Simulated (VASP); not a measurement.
# TaSi2: single point with r2SCAN+U

TaSi2:

```
Ta Si
1.0
     4.78000    0.00000    0.00000
    -2.39000    4.13960    0.00000
     0.00000    0.00000    6.56400
Ta Si
3 6
Cartesian
  -1.1950 2.0698 1.0940
  1.1950 2.0698 5.4700
  2.3900 0.0000 3.2820
  1.1949 0.6899 1.0940
  -1.1951 3.4497 5.4700
  2.3900 2.7599 3.2820
  1.1951 3.4497 1.0940
  3.5851 0.6899 5.4700
  0.0000 1.3797 3.2820
```

```
Program             : VASP 6.6.1
Task                : single point
Functional          : r2SCAN
Potentials or basis : VASP PAW PBE potentials, release 64 (Ta_sv_GW, Si)
Cutoff              : 550 eV
k mesh              : 5 × 5 × 3
Occupations         : fermi-dirac, width 0.05 eV
Spin                : no spin polarisation
Hubbard terms       : Ta d U = 5.0 eV
```

* Pressure: 7.7 GPa
* Largest force: 0.982 eV/Å
* Band gap on the k mesh: zero (an odd number of electrons rules out a gap without spin polarisation)

Forces in eV/Å, atoms in the order of the input:
```
Ta   0.000  0.000  0.000
Ta   0.000  0.000  0.000
Ta   0.000  0.000  0.000
Si  -0.850 -0.491  0.000
Si  -0.850  0.491  0.000
Si   0.000  0.982  0.000
Si   0.850  0.491  0.000
Si   0.850 -0.491  0.000
Si   0.000 -0.982  0.000
```

Stress tensor (GPa, compression positive):
```
7.30 0.00 0.00
0.00 7.30 0.00
0.00 0.00 8.39
```

Levels at points of the mesh, in eV from the Fermi level:
```csv
k point,band 30,band 31,band 32,band 33,band 34,band 35
"(0.00, 0.00, 0.00)",-2.66,-2.66,-2.44,0.65,3.11,3.11
```

Eigenvalues of the final occupation matrices:
```
    site  spin  trace               eigenvalues
site 1 d     1   1.14  0.21 0.22 0.22 0.23 0.27
site 1 d     2   1.14  0.21 0.22 0.22 0.23 0.27
site 2 d     1   1.14  0.21 0.22 0.22 0.23 0.27
site 2 d     2   1.14  0.21 0.22 0.22 0.23 0.27
site 3 d     1   1.14  0.21 0.22 0.22 0.23 0.27
site 3 d     2   1.14  0.21 0.22 0.22 0.23 0.27
```

Wall time 3 min on 1 thread of AMD EPYC 9R45 96-Core Processor (Zen 5), on a shared host, peak memory 0.28 GiB.

Caveat: the cell stands under pressure; the PAW data sets were made with another functional, which shifts forces and pressure a little; spin-orbit coupling is left out, which moves the levels of the heavy elements; an odd number of electrons without spin polarisation forces a metal; a magnetic or distorted state may lie lower; U without spin polarisation on a metal has little footing; the U is typed as a test and isn't derived for this compound.
